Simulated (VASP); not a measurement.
# Ti7O16 (P1) in VASP: a series of runs

Ti7O16 is run at these levels: PBE+U; tasks: single point.

All numbers are computed with VASP 6.6.1; they aren't measurements. Logs are shortened: lines on timing, memory, paths and dates and some standing lists are left out, and cuts for length are marked.

### Step 1. The cell of the first run

The typed cell holds 23 atoms: a = 6.631 Å, b = 6.611 Å, c = 7.665 Å, α = 115.48°, β = 115.55°, γ = 90.16°.

### Step 2. Single point, PBE+U

The input, INCAR:

```
PREC = Accurate
ENCUT = 520
EDIFF = 1E-6
ISMEAR = 0
SIGMA = 0.1
LREAL = Auto
LASPH = T
NELM = 150
ALGO = Normal
ISIF = 2
LWAVE = F
LCHARG = F
LMAXMIX = 4
LDAU = T
LDAUTYPE = 2
LDAUL = 2 -1
LDAUU = 4 0
LDAUJ = 0 0
LDAUPRINT = 1
GGA = PE
ISYM = 0
NBANDS = 107
```

The input, KPOINTS:

```
Automatic mesh
0
Gamma
  2 2 2
  0.5 0.5 0.5
```

The input, POSCAR:

```
Ti7O16
1.0
    4.6954159524     -4.6821732822     -0.0000213631
   -4.6812212906     -4.6679786204      0.0008611182
   -0.0065254755      4.6756201197     -6.0742790675
Ti O
7 16
Direct
    0.7510369570      0.7499873877      0.4994396529
    0.4955098033      0.4944517745      0.9885110624
    0.0065292926      0.0054805316      1.0103422151
    0.6264268882      0.1254844227      0.2505757685
    0.3669478768      0.8658553414      0.7313094493
    0.1351118863      0.6339413737      0.2675087592
    0.8751299746      0.3744176482      0.7482271652
    0.7505413199      0.4444075176      0.4994448374
    0.5017463163      0.1996205056      1.0008676139
    0.2509894766      0.9370824732      0.4994712614
    0.0003275052      0.6982137057     -0.0020235995
    0.3192319198      0.1036229257      0.2054389309
    0.0686103895      0.8708130810      0.7417743676
    0.8263729816      0.6285055983      0.2570959385
    0.6129659354      0.3976367429      0.7932605339
    0.7513949406      0.0555437292      0.4993267436
    0.5015648688      0.8017511022      0.0008899075
    0.2507213171      0.5627690761      0.4993834797
    1.0001262296      0.3003792226      0.9980099248
    0.8885008651      0.1021026217      0.2051679720
    0.6754932455      0.8713243665      0.7416154642
    0.4333935037      0.6291866291      0.2572916652
    0.1826238836      0.3965449524      0.7937227091
```

Potentials or basis: VASP PAW PBE potentials, release 64 (Ti_sv, O).

Command:

```
$ cat potpaw_PBE.64/Ti_sv/POTCAR potpaw_PBE.64/O/POTCAR > POTCAR
$ mpirun -np 1 vasp_std > vasp.out
```

OUTCAR:

```text
PREC = Accurate
   ENCUT = 520
   EDIFF = 1E-6
   ISMEAR = 0
   LREAL = Auto
   LASPH = T
   NELM = 150
   ISIF = 2
   GGA = PE
   ISYM = 0

 ion  position               nearest neighbor table
   1  0.751  0.750  0.499-  22 1.97  13 1.97  21 1.97  14 1.97   8 2.02  16 2.02
   2  0.496  0.494  0.989-  15 1.85  23 1.86   9 1.99  17 1.99  14 2.09  22 2.09
   3  0.007  0.005  0.010-  12 1.85  20 1.86  19 1.99  11 1.99  13 2.09  21 2.09
   4  0.626  0.125  0.251-  12 1.91  20 1.91  16 1.98   8 1.98  17 2.01   9 2.01
   5  0.367  0.866  0.731-  18 1.87  10 1.87  21 2.01  13 2.01   9 2.10  17 2.10   6 2.82
   6  0.135  0.634  0.268-  18 1.87  10 1.87  22 2.01  14 2.01  19 2.10  11 2.10   5 2.82
   7  0.875  0.374  0.748-  15 1.91  23 1.91   8 1.98  16 1.98  11 2.01  19 2.01
   8  0.751  0.444  0.499-   7 1.98   4 1.98   1 2.02
   9  0.502  0.200  0.001-   2 1.99   4 2.01   5 2.10
  10  0.251  0.937  0.499-   5 1.87   6 1.87
  11  0.000  0.698  0.998-   3 1.99   7 2.01   6 2.10
  12  0.319  0.104  0.205-   3 1.85   4 1.91
  13  0.069  0.871  0.742-   1 1.97   5 2.01   3 2.09
  14  0.826  0.629  0.257-   1 1.97   6 2.01   2 2.09
  15  0.613  0.398  0.793-   2 1.85   7 1.91
  16  0.751  0.056  0.499-   4 1.98   7 1.98   1 2.02
  17  0.502  0.802  0.001-   2 1.99   4 2.01   5 2.10
  18  0.251  0.563  0.499-   5 1.87   6 1.87
  19  0.000  0.300  0.998-   3 1.99   7 2.01   6 2.10
  20  0.889  0.102  0.205-   3 1.86   4 1.91
  21  0.675  0.871  0.742-   1 1.97   5 2.01   3 2.09
  22  0.433  0.629  0.257-   1 1.97   6 2.01   2 2.09
  23  0.183  0.397  0.794-   2 1.86   7 1.91

IMPORTANT INFORMATION: All symmetrisations will be switched off!
NOSYMM: (Re-)initialisation of all symmetry stuff for point group C_1.

----------------------------------------------------------------------------------------

                                     Primitive cell

  volume of cell :     266.2561

  direct lattice vectors                    reciprocal lattice vectors
     4.695415952 -4.682173282 -0.000021363     0.106478623 -0.106795880 -0.082319528
    -4.681221291 -4.667978620  0.000861118    -0.106817952 -0.107119692 -0.082339639
[... 151 lines left out ...]
 onsite density matrix

spin component  1
[... 215 lines left out ...]
  o =  0.0695  v = -0.5262 -0.0001  0.8504 -0.0001  0.0009  0.0000  0.0000  0.0000  0.0000  0.0000      0.0000  0.0000  0.0000  0.0000  0.0000  0.0000  0.0000  0.0000  0.0000  0.0000
  o =  0.0695  v =  0.0000  0.0000  0.0000  0.0000  0.0000 -0.5262 -0.0001  0.8504 -0.0001  0.0009      0.0000  0.0000  0.0000  0.0000  0.0000  0.0000  0.0000  0.0000  0.0000  0.0000
  o =  0.1050  v = -0.0026  0.0001 -0.0005  0.0001 -1.0000  0.0000  0.0000  0.0000  0.0000  0.0000      0.0000  0.0000  0.0000  0.0000  0.0000  0.0000  0.0000  0.0000  0.0000  0.0000
  o =  0.1050  v =  0.0000  0.0000  0.0000  0.0000  0.0000 -0.0026  0.0001 -0.0005  0.0001 -1.0000      0.0000  0.0000  0.0000  0.0000  0.0000  0.0000  0.0000  0.0000  0.0000  0.0000
  o =  0.1207  v =  0.0001  0.7096  0.0002 -0.7046 -0.0000  0.0000  0.0000  0.0000  0.0000  0.0000      0.0000  0.0000  0.0000  0.0000  0.0000  0.0000  0.0000  0.0000  0.0000  0.0000
  o =  0.1207  v =  0.0000  0.0000  0.0000  0.0000  0.0000  0.0001  0.7096  0.0002 -0.7046 -0.0000      0.0000  0.0000  0.0000  0.0000  0.0000  0.0000  0.0000  0.0000  0.0000  0.0000
  o =  0.2422  v =  0.0000  0.0000  0.0000  0.0000  0.0000 -0.0020  0.7046 -0.0011  0.7096  0.0002      0.0000  0.0000  0.0000  0.0000  0.0000  0.0000  0.0000  0.0000  0.0000  0.0000
  o =  0.2422  v = -0.0020  0.7046 -0.0011  0.7096  0.0002  0.0000  0.0000  0.0000  0.0000  0.0000      0.0000  0.0000  0.0000  0.0000  0.0000  0.0000  0.0000  0.0000  0.0000  0.0000
  o =  0.2631  v = -0.8504 -0.0014 -0.5262 -0.0017  0.0025  0.0000  0.0000  0.0000  0.0000  0.0000      0.0000  0.0000  0.0000  0.0000  0.0000  0.0000  0.0000  0.0000  0.0000  0.0000
  o =  0.2631  v =  0.0000  0.0000  0.0000  0.0000  0.0000 -0.8504 -0.0014 -0.5262 -0.0017  0.0025      0.0000  0.0000  0.0000  0.0000  0.0000  0.0000  0.0000  0.0000  0.0000  0.0000

 number of electron     180.0000021 magnetization

 Free energy of the ion-electron system (eV)
  ---------------------------------------------------
  ext. energy  EPLUGINS =         0.00000000
  ---------------------------------------------------
  free energy    TOTEN  =      -173.65928255 eV

  energy without entropy =     -173.55742934  energy(sigma->0) =     -173.60835595

 E-fermi :   2.7922     XC(G=0): -10.6609

 val. band max:        2.7618336410   @ k =   0.2500  -0.2500   0.2500
 cond. band min:       2.7926777148   @ k =   0.2500  -0.2500   0.2500
 fundamental gap:      0.0308440738
 Fermi energy:         2.7922344107

 k-point     1 :       0.2500    0.2500    0.2500
  band No.  band energies     occupation
      1     -54.6629      2.00000
      2     -54.5154      2.00000
      3     -54.5008      2.00000
      4     -54.3539      2.00000
      5     -54.3184      2.00000
      6     -54.2797      2.00000
[... 409 lines left out ...]
    101       6.9097      0.00000
    102       6.9279      0.00000
 [bands above 102 left out]

------------------------ aborting loop because EDIFF is reached ----------------------------------------

  FORCE on cell =-STRESS in cart. coord.  units (eV):
  Direction    XX          YY          ZZ          XY          YZ          ZX
  --------------------------------------------------------------------------------------
  -------------------------------------------------------------------------------------
  Total        6.4069850      6.3315827      6.3946327     -0.9191467      0.0123944      0.0164363
  in kB       38.5535869     38.0998591     38.4792578     -5.5309015      0.0745825      0.0989043
  external PRESSURE =      38.3775679 kB  Pullay stress =       0.0000000 kB

 VOLUME and BASIS-vectors are now :
 -----------------------------------------------------------------------------
  energy-cutoff  :      520.00
  volume of cell :      266.26
      direct lattice vectors                 reciprocal lattice vectors
     4.695415952 -4.682173282 -0.000021363     0.106478623 -0.106795880 -0.082319528
    -4.681221291 -4.667978620  0.000861118    -0.106817952 -0.107119692 -0.082339639
    -0.006525475  4.675620120 -6.074279068    -0.000015517 -0.000014810 -0.164639974

 POSITION                                       TOTAL-FORCE (eV/Angst)
 -----------------------------------------------------------------------------------
      0.01231     -4.68222     -3.03311         0.001579     -0.006942     -0.002227
      0.00554     -0.00625     -6.00408        -0.000536      0.005594     -0.481648
      0.00493     -0.00780     -0.06282        -0.003559      0.015831      0.481629
      2.35228     -2.34720     -1.52197         0.000997     -0.013583      0.031286
     -2.33506     -2.34058     -4.44144        -0.001842     -0.006718     -0.560892
     -2.33496     -2.34107     -1.62438        -0.004155     -0.002531      0.561058
[... 15 lines left out ...]
     -0.91208     -3.76326     -1.56233        -0.048903      0.043497      0.100531
     -1.00400      1.00501     -4.82096         0.007791     -0.005532      0.286388
 -----------------------------------------------------------------------------------
    total drift:                               -0.000200      0.008370     -0.002799

  FREE ENERGIE OF THE ION-ELECTRON SYSTEM (eV)
  ---------------------------------------------------
  free  energy   TOTEN  =      -173.6592825457 eV

  energy  without entropy=     -173.5574293444  energy(sigma->0) =     -173.60835595
```

OSZICAR:

```text
N       E                     dE             d eps       ncg     rms          rms(c)
DAV:   1     0.296729172883E+04    0.29673E+04   -0.88778E+04   856   0.195E+03
DAV:   2     0.429191095350E+03   -0.25381E+04   -0.24336E+04   856   0.612E+02
DAV:   3    -0.181752399937E+03   -0.61094E+03   -0.59749E+03  1072   0.263E+02
DAV:   4    -0.231491391849E+03   -0.49739E+02   -0.49109E+02  1200   0.818E+01
[... 17 lines left out ...]
DAV:  22    -0.173659283484E+03    0.11949E-04   -0.77253E-05  1248   0.331E-02    0.253E-02
DAV:  23    -0.173659282712E+03    0.77128E-06   -0.25765E-05  1128   0.207E-02    0.146E-02
DAV:  24    -0.173659284938E+03   -0.22261E-05   -0.22625E-05   976   0.141E-02    0.188E-02
DAV:  25    -0.173659282063E+03    0.28748E-05   -0.15107E-05   888   0.118E-02    0.578E-03
DAV:  26    -0.173659282546E+03   -0.48224E-06   -0.36148E-06   816   0.651E-03
   1 F= -.17365928E+03 E0= -.17360836E+03  d E =-.101853E+00
```

stdout:

```text
POSCAR found type information on POSCAR TiO
 POSCAR found :  2 types and      23 ions
 scaLAPACK will be used
 LDA part: xc-table for (Slater+PW92), standard interpolation
 POSCAR, INCAR and KPOINTS ok, starting setup
 FFT: planning ... GRIDC
 FFT: planning ... GRID_SOFT
 FFT: planning ... GRID
 WAVECAR not read
 entering main loop
```

Wall time 8.8 min (1 thread of Intel Xeon Platinum 8175M at 2.50GHz (Skylake/Cascade Lake), shared host); peak memory 0.4 GiB.

Results:

```
Free energy            : -173.6593 eV
Pressure               : 3.8 GPa
Largest force          : 0.609 eV/Å
Band gap on the k mesh : zero (band 90 reaches 2.82 eV, above the bottom of band 91 at 2.79 eV)
```

Forces in eV/Å, atoms in the order of the input:
```
Ti   0.002 -0.007 -0.002
Ti  -0.001  0.006 -0.482
Ti  -0.004  0.016  0.482
Ti   0.001 -0.014  0.031
Ti  -0.002 -0.007 -0.561
Ti  -0.004 -0.003  0.561
Ti  -0.001  0.009 -0.033
O   -0.091 -0.096  0.001
O    0.013  0.012  0.081
O   -0.428 -0.433  0.000
O    0.011  0.013 -0.084
O   -0.009  0.005 -0.288
O    0.050 -0.049 -0.095
O    0.046 -0.039  0.101
O   -0.005  0.003  0.283
O    0.096  0.097 -0.004
O   -0.011 -0.009  0.085
O    0.432  0.427  0.003
O   -0.012 -0.009 -0.078
O    0.004 -0.001 -0.288
O   -0.047  0.040 -0.101
O   -0.049  0.043  0.101
O    0.008 -0.006  0.286
```

Stress tensor (GPa, compression positive):
```
 3.86 -0.55  0.01
-0.55  3.81  0.01
 0.01  0.01  3.85
```

Eigenvalues of the final occupation matrices:
| site | spin | trace | eigenvalues |
| --- | --- | --- | --- |
| site 1 d | 1 | 0.78 | 0.08 0.09 0.09 0.24 0.27 |
| site 1 d | 2 | 0.78 | 0.08 0.09 0.09 0.24 0.27 |
| site 2 d | 1 | 0.81 | 0.09 0.11 0.12 0.24 0.26 |
| site 2 d | 2 | 0.81 | 0.09 0.11 0.12 0.24 0.26 |
| site 3 d | 1 | 0.81 | 0.09 0.11 0.12 0.24 0.26 |
| site 3 d | 2 | 0.81 | 0.09 0.11 0.12 0.24 0.26 |
| site 4 d | 1 | 0.80 | 0.07 0.10 0.12 0.24 0.26 |
| site 4 d | 2 | 0.80 | 0.07 0.10 0.12 0.24 0.26 |
| site 5 d | 1 | 0.81 | 0.09 0.10 0.10 0.24 0.29 |
| site 5 d | 2 | 0.81 | 0.09 0.10 0.10 0.24 0.29 |
| site 6 d | 1 | 0.81 | 0.09 0.10 0.10 0.24 0.29 |
| site 6 d | 2 | 0.81 | 0.09 0.10 0.10 0.24 0.29 |

Caveat: the k points lie up to 0.54 Å⁻¹ apart; U without spin polarisation on a metal has little footing.

### Step 3. Single point, PBE+U

INCAR, as its differences from that of step 2:

```diff
@@ -6,3 +6,3 @@
 LREAL = Auto
-LASPH = T
+LASPH = True
 NELM = 150
@@ -10,6 +10,6 @@
 ISIF = 2
-LWAVE = F
-LCHARG = F
+LWAVE = False
+LCHARG = False
 LMAXMIX = 4
-LDAU = T
+LDAU = True
 LDAUTYPE = 2
```

KPOINTS is that of step 2.

The input, POSCAR:

```
Ti7O16
1.0
    4.6974956137     -4.6805608983      0.0004937961
   -4.6826137117     -4.6656789964      0.0001809166
   -0.0076436995      4.6735571669     -6.0728803716
Ti O
7 16
Direct
    0.5060013321      0.5047071938      0.0105662041
    0.2503338417      0.2489293141      0.4994385899
    0.9948091462      0.9934378349      0.9882933093
    0.6342983720      0.1332081687      0.2674649524
    0.3751430602      0.8735787587      0.7484441306
    0.1260661022      0.6243286788      0.2502987167
    0.8663378266      0.3649758370      0.7313007364
    0.7506220920      0.4361734547      0.4994773092
    0.4999699201      0.1972695429      0.9981855182
    0.2500874116      0.9435019221      0.4994156515
    1.0012401236      0.6986233278      0.0007650836
    0.3258509200      0.1274401641      0.2572285070
    0.1128586150      0.8970595119      0.7936124434
    0.8187580934      0.6027413885      0.2051575241
    0.5680379337      0.3695488599      0.7415371359
    0.7504447542      0.0619744130      0.4993091602
    0.4997826264      0.7995724895      0.9981577310
    0.2507521065      0.5546260360      0.4994258987
    1.0010150993      0.3008471181      1.0006730031
    0.9327880128      0.1285410308      0.2571277797
    0.6822021306      0.8950655085      0.7932206228
    0.3884936965      0.6012257497      0.2055970221
    0.1751761436      0.3707620320      0.7417758685
```

Potentials or basis: VASP PAW PBE potentials, release 64 (Ti_sv, O).

Command:

```
$ cat potpaw_PBE.64/Ti_sv/POTCAR potpaw_PBE.64/O/POTCAR > POTCAR
$ mpirun -np 1 vasp_std > vasp.out
```

It took 9.4 min on 1 thread of Intel Xeon Platinum 8175M at 2.50GHz (Skylake/Cascade Lake), shared host; peak memory 0.39 GiB.

The run converged. Its results:

- Free energy: -173.6566 eV
- Pressure: 3.9 GPa
- Largest force: 0.631 eV/Å
- Band gap on the k mesh: zero (band 90 reaches 2.82 eV, above the bottom of band 91 at 2.79 eV)

Forces in eV/Å, atoms in the order of the input:
```
Ti   0.005  0.005  0.500
Ti  -0.001 -0.004  0.001
Ti   0.000 -0.004 -0.500
Ti   0.008 -0.005  0.574
Ti  -0.010  0.015 -0.011
Ti  -0.006 -0.014  0.001
Ti   0.007  0.000 -0.566
O   -0.447 -0.446  0.001
O    0.001 -0.001 -0.074
O   -0.087 -0.087  0.003
O    0.009  0.005  0.077
O    0.043 -0.050  0.107
O    0.007 -0.006  0.293
O    0.002 -0.002 -0.298
O    0.045 -0.051 -0.108
O    0.445  0.443 -0.004
O   -0.006 -0.003 -0.077
O    0.094  0.088  0.000
O    0.000  0.001  0.079
O   -0.048  0.055  0.107
O   -0.004  0.002  0.296
O   -0.008  0.005 -0.296
O   -0.049  0.055 -0.105
```

Stress tensor (GPa, compression positive):
```
 3.88 -0.54 -0.01
-0.54  3.89  0.00
-0.01  0.00  3.94
```

Levels at points of the mesh, in eV from the Fermi level:
| k point | band 88 | band 89 | band 90 | band 91 | band 92 | band 93 |
| --- | --- | --- | --- | --- | --- | --- |
| (0.25, 0.25, 0.25) | -0.26 | -0.13 | -0.09 | 0.06 | 0.16 | 3.43 |

Eigenvalues of the final occupation matrices:
| site | spin | trace | eigenvalues |
| --- | --- | --- | --- |
| site 1 d | 1 | 0.81 | 0.09 0.11 0.12 0.24 0.26 |
| site 1 d | 2 | 0.81 | 0.09 0.11 0.12 0.24 0.26 |
| site 2 d | 1 | 0.78 | 0.08 0.09 0.09 0.24 0.27 |
| site 2 d | 2 | 0.78 | 0.08 0.09 0.09 0.24 0.27 |
| site 3 d | 1 | 0.81 | 0.09 0.11 0.12 0.24 0.26 |
| site 3 d | 2 | 0.81 | 0.09 0.11 0.12 0.24 0.26 |
| site 4 d | 1 | 0.81 | 0.09 0.10 0.10 0.24 0.29 |
| site 4 d | 2 | 0.81 | 0.09 0.10 0.10 0.24 0.29 |
| site 5 d | 1 | 0.80 | 0.07 0.10 0.12 0.24 0.26 |
| site 5 d | 2 | 0.80 | 0.07 0.10 0.12 0.24 0.26 |
| site 6 d | 1 | 0.80 | 0.07 0.10 0.12 0.24 0.26 |
| site 6 d | 2 | 0.80 | 0.07 0.10 0.12 0.24 0.26 |

Caveat: the k points lie up to 0.54 Å⁻¹ apart; U without spin polarisation on a metal has little footing.
